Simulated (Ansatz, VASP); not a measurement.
# One calculation of Cd, two programs

```
CELL_PARAMETERS angstrom
2.88186 0.00000 0.00000
-1.44093 2.49577 0.00000
0.00000 0.00000 5.63837
ATOMIC_POSITIONS crystal
Cd 0.33333 0.66667 0.25000
Cd 0.66667 0.33333 0.75000
```

Alike in both runs: task single point; functional LDA; k mesh 13 × 13 × 6; occupations gaussian, width 0.2 eV; no spin polarisation.

```csv
,VASP,Ansatz
version,VASP 6.6.1,Ansatz 0.2.0
potentials or method,"VASP PAW LDA potentials, release 64 (Cd_sv_GW), cutoff 630 eV","plane waves (420 eV) with PAW, scalar-relativistic"
valence electrons in the cell,40,40
```

|  | VASP | Ansatz | Ansatz less VASP |
| --- | --- | --- | --- |
| pressure (GPa) | 0.0 | 0.1 | +0.06 |
| traceless stress, the component that is largest in VASP (GPa) | -2.18 | -2.03 | +0.151 |

Ansatz warns that its potentials were made for another functional, while VASP's fit it. LDA's correlation is that of Perdew and Zunger in VASP and of Perdew and Wang (1992) in Ansatz.
